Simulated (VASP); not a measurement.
Write the native input for VASP 6.6.1 that does the following.

| Property | Result |
| --- | --- |
| Task | single point |
| Functional | PBEsol |
| Potentials or basis | VASP PAW PBE potentials, release 64 (B, N) |
| Cutoff | 600 eV |
| k mesh | 8 × 8 × 8 |
| Occupations | gaussian, width 0.1 eV |
| Spin | no spin polarisation |
| Dipole correction | no |
| Further INCAR settings | ALGO = Normal; EDIFF = 1e-06; NBANDS = 11 |

The structure of BN lies in POSCAR:

```
BN
1.0
    0.0000000000      1.8130010000      1.8130010000
    1.8130010000      0.0000000000      1.8130010000
    1.8130010000      1.8130010000      0.0000000000
B N
1 1
Direct
    0.0000000000      0.0000000000      0.0000000000
    0.7500000000      0.7500000000      0.7500000000
```

One way to write it, as run:

INCAR

```
SYSTEM = BN
  ALGO = Normal
  EDIFF = 1E-6
  ENCUT = 600
  GGA = PS
  GGA_COMPAT = .False.
  ISIF = 2
  ISMEAR = 0
  LASPH = .True.
  LCHARG = .False.
  LREAL = .False.
  LWAVE = .False.
  NBANDS = 11
  NELM = 120
  PREC = Accurate
  SIGMA = 0.1
```

KPOINTS

```
k-points
0
Gamma
  8 8 8
  0 0 0
```

Potentials or basis: VASP PAW PBE potentials, release 64 (B, N).

Command:

```bash
$ cat potpaw_PBE.64/B/POTCAR potpaw_PBE.64/N/POTCAR > POTCAR
$ mpirun -np 1 vasp_std > vasp.out
```

It gave:

```yaml
Pressure: -6.0 GPa
Band_gap_on_the_k_mesh: 4.27 eV, indirect (least direct gap 8.72 eV)
```

Caveat: the PAW data sets were made with another functional, which shifts forces and pressure a little.

Run time: 3.7 s on 1 thread of Intel(R) Xeon(R) 6975P-C (Granite Rapids) (shared host), peak memory 0.12 GiB.
